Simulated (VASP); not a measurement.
Set up this calculation in VASP 6.6.1, as the native input.

```yaml
Task: relaxation of cell and atoms
Functional: PBEsol
Potentials_or_basis: VASP PAW PBE potentials, release 64 (Hf_pv, O)
Cutoff: 600 eV
k_mesh: 9 × 9 × 9
Occupations: fermi-dirac, width 0.05 eV
Spin: no spin polarisation
Target_pressure: 20 GPa
Dipole_correction: no
Further_INCAR_settings: ALGO = Normal; EDIFF = 1e-06; IBRION = 2; EDIFFG = -0.005; NSW = 80; ISIF = 3
```

The structure of HfO2 lies in POSCAR:

```
HfO2
1.0
    0.0000000000      2.5575000000      2.5575000000
    2.5575000000      0.0000000000      2.5575000000
    2.5575000000      2.5575000000      0.0000000000
Hf O
1 2
Direct
    0.0000000000      0.0000000000      0.0000000000
    0.7500000000      0.7500000000      0.7500000000
    0.2500000000      0.2500000000      0.2500000000
```

One way to write it, as run:

INCAR

```
PREC = Accurate
ENCUT = 600
EDIFF = 1E-6
ISMEAR = -1
SIGMA = 0.05
LREAL = F
LASPH = T
NELM = 80
ALGO = Normal
ISIF = 3
LWAVE = F
LCHARG = F
GGA = PS
IBRION = 2
NSW = 80
EDIFFG = -0.005
PSTRESS = 200.0
```

KPOINTS

```
regular mesh
0
Gamma
  9 9 9
```

Potentials or basis: VASP PAW PBE potentials, release 64 (Hf_pv, O).

Run with:

```console
$ cat potpaw_PBE.64/Hf_pv/POTCAR potpaw_PBE.64/O/POTCAR > POTCAR
$ mpirun -np 1 vasp_std > vasp.out
```

Results of the run:

- Relaxed volume: 9.88 Å³/atom
- Relaxed cell: a = 3.474 Å, b = 3.474 Å, c = 3.474 Å, α = 60.00°, β = 60.00°, γ = 60.00°
- Space group after relaxing (to 0.05 Å): Fm-3m (No. 225)
- Energy change on relaxing (the enthalpy is what falls): +10.5 meV/atom
- Ionic steps: 5
- Pressure after relaxing: 20.0 GPa
- Band gap on the k mesh: 4.04 eV, indirect (least direct gap 4.18 eV)

Caveat: the cell is relaxed towards a set pressure, so the enthalpy falls and the energy may rise; the PAW data sets were made with another functional, which shifts forces and pressure a little; spin-orbit coupling is left out, which moves the levels of the heavy elements.

Run time: 46 s on 1 thread of Intel(R) Xeon(R) 6975P-C (Granite Rapids), on a shared host, peak memory 0.19 GiB.
